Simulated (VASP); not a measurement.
Wanted: the native input for a VASP 6.6.1 run.

- Task: single point
- Functional: PBEsol
- Potentials or basis: VASP PAW PBE potentials, release 64 (Sn_d)
- Cutoff: 520 eV
- k mesh: 10 × 10 × 10
- Occupations: fermi-dirac, width 0.3 eV
- Spin: no spin polarisation
- Dipole correction: no
- Further INCAR settings: ALGO = Normal; EDIFF = 1e-06; NBANDS = 13

The structure of Sn lies in POSCAR:

```
Sn
1.0
   -1.8946518200      1.8946518200      1.8946518200
    1.8946518200     -1.8946518200      1.8946518200
    1.8946518200      1.8946518200     -1.8946518200
Sn
1
Direct
    0.0000000000      0.0000000000      0.0000000000
```

One way to write it, as run:

INCAR

```
SYSTEM = Sn
  PREC = Accurate
  ENCUT = 520
  EDIFF = 1E-6
  ISMEAR = -1
  SIGMA = 0.3
  LREAL = .FALSE.
  LASPH = .TRUE.
  NELM = 100
  ALGO = Normal
  ISIF = 2
  LWAVE = .FALSE.
  LCHARG = .FALSE.
  GGA = PS
  NBANDS = 13
```

KPOINTS

```
Automatic mesh
0
G
  10 10 10
  0 0 0
```

Potentials or basis: VASP PAW PBE potentials, release 64 (Sn_d).

Command:

```console
$ cat potpaw_PBE.64/Sn_d/POTCAR > POTCAR
$ mpirun -np 1 vasp_std > vasp.out
```

Results of the run:

```json
{
  "Pressure": "-1.6 GPa",
  "Band gap on the k mesh": "zero (band 7 reaches 15.86 eV, above the bottom of band 8 at 5.64 eV)"
}
```

Caveat: the PAW data sets were made with another functional, which shifts forces and pressure a little; spin-orbit coupling is left out, which moves the levels of the heavy elements.

Wall time 7.5 s on 1 thread of AMD EPYC 7R13 Processor (Zen 3), on a shared host, peak memory 0.11 GiB.
